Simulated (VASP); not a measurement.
Write the native input for VASP 6.6.1 that does the following.

| Item | Value |
| --- | --- |
| Task | single point |
| Functional | LDA |
| Potentials or basis | VASP PAW LDA potentials, release 64 (Sn_d, O) |
| Cutoff | 520 eV |
| k mesh | 10 × 10 × 8 |
| Occupations | gaussian, width 0.15 eV |
| Spin | no spin polarisation |
| Dipole correction | no |
| Further INCAR settings | ALGO = Normal; EDIFF = 1e-06; NBANDS = 28 |

The structure of SnO lies in POSCAR:

```
SnO
1.0
    3.6528000000      0.0000000000      0.0000000000
    0.0000000000      3.6528000000      0.0000000000
    0.0000000000      0.0000000000      4.4234000000
Sn O
2 2
Direct
    0.0000000000      0.5000000000      0.2455950842
    0.5000000000      0.0000000000      0.7544049158
    0.0000000000      0.0000000000      0.0000000000
    0.5000000000      0.5000000000      0.0000000000
```

The input as run:

INCAR

```
SYSTEM = SnO
PREC     = Accurate       ! precision mode
ENCUT    = 520            ! plane-wave cutoff, eV
EDIFF    = 1E-6           ! SCF threshold, eV
ISMEAR   = 0              ! smearing method
SIGMA    = 0.15           ! smearing width, eV
LREAL    = .False.        ! projectors in reciprocal space
LASPH    = .True.         ! aspherical terms in the spheres
NELM     = 80             ! most SCF steps
ALGO     = Normal         ! electronic algorithm
ISIF     = 2              ! what is computed and relaxed
LWAVE    = .False.        ! write WAVECAR
LCHARG   = .True.         ! write CHGCAR
LELF     = .True.         ! ELF
LVHAR    = .True.       
NBANDS   = 28             ! bands
```

KPOINTS

```
Automatic mesh
0
Gamma
  10 10 8
  0 0 0
```

Potentials or basis: VASP PAW LDA potentials, release 64 (Sn_d, O).

The run is started by

```console
$ cat potpaw_LDA.64/Sn_d/POTCAR potpaw_LDA.64/O/POTCAR > POTCAR
$ mpirun -np 1 vasp_std > vasp.out
```

It gave:

The pressure is 15.6 GPa, the largest force is 2.085 eV/Å and the band gap on the k mesh is zero (band 20 reaches 9.46 eV, above the bottom of band 21 at 8.92 eV).

Caveat: spin-orbit coupling is left out, which moves the levels of the heavy elements; forces of over 1 eV/Å act on the atoms, so gaps and moduli don't describe the material at rest.

Run time: 72 s on 1 thread of AMD EPYC 9R45 96-Core Processor (Zen 5) (shared host), peak memory 0.22 GiB.
